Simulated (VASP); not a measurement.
A run of VASP 6.6.1 is set up as follows.

The input INCAR:

```
SYSTEM = NaI
  PREC = Accurate
  ENCUT = 520
  EDIFF = 1E-7
  ISMEAR = 0
  SIGMA = 0.01
  LREAL = .False.
  LASPH = .True.
  NELM = 60
  ALGO = Normal
  ISIF = 2
  LWAVE = .False.
  LCHARG = .True.
  GGA = PE
  LELF = .True.
  LVHAR = .True.
  NBANDS = 14
```

File KPOINTS:

```
Automatic mesh
0
Gamma
  4 4 4
  0 0 0
```

POSCAR

```
NaI
1.0
    4.0405365658      0.0000000000      0.0000000000
    0.0000000000      4.0405365658      0.0000000000
    0.0000000000      0.0000000000      4.0405365658
Na I
1 1
Direct
    0.0000000000      0.0000000000      0.0000000000
    0.5000000000      0.5000000000      0.5000000000
```

Potentials or basis: VASP PAW PBE potentials, release 64 (Na_pv, I).

Launch:

```sh
$ cat potpaw_PBE.64/Na_pv/POTCAR potpaw_PBE.64/I/POTCAR > POTCAR
$ mpirun -np 1 vasp_std > vasp.out
```

What does it give for the band gap on the k mesh?

2.29 eV (least direct gap 2.78 eV).

What does it give for the pressure?

0.5 GPa.

Caveat: the structure was generated, so it needn't be the stable form of NaI; spin-orbit coupling is left out, which moves the levels of the heavy elements. A k mesh can miss the band edges.
